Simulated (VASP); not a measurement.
The system is SiNi.

```
CELL_PARAMETERS angstrom
2.94277 0.00000 0.00000
0.00000 3.28033 0.00000
0.00000 0.00000 4.67745
ATOMIC_POSITIONS crystal
Ni 0.50000 0.50000 0.34250
Ni 0.00000 0.00000 0.65750
Si 0.50000 0.50000 0.84314
Si 0.00000 0.00000 0.15686
```

Base run:

* Program: VASP 6.6.1
* Functional: PBE
* Potentials or basis: VASP PAW PBE potentials, release 64 (Ni, Si)
* Cutoff: 520 eV
* k mesh: 8 × 7 × 5
* Occupations: fermi-dirac, width 0.05 eV
* Spin: collinear spin, ferromagnetic start
* Starting moments: [0.75, 0.75, 0.0, 0.0] μB
* Fixed moment: 1.5 μB

Its results: pressure 11.5 GPa; site moments Ni +0.50; Si +0.11 μB; largest force 0.446 eV/Å.

Question: The run is repeated on the same cell with these changes: fixed moment from 1.5 μB to 1 μB; moments at the start from [0.75, 0.75, 0.0, 0.0] to [0.5, 0.5, 0.0, 0.0]. What comes out?

Answer: Pressure 9.2 GPa; site moments Ni +0.34; Si +0.07 μB; largest force 0.268 eV/Å.

Caveats: the cell stands under pressure; the total moment is fixed, so each spin has its own Fermi level.
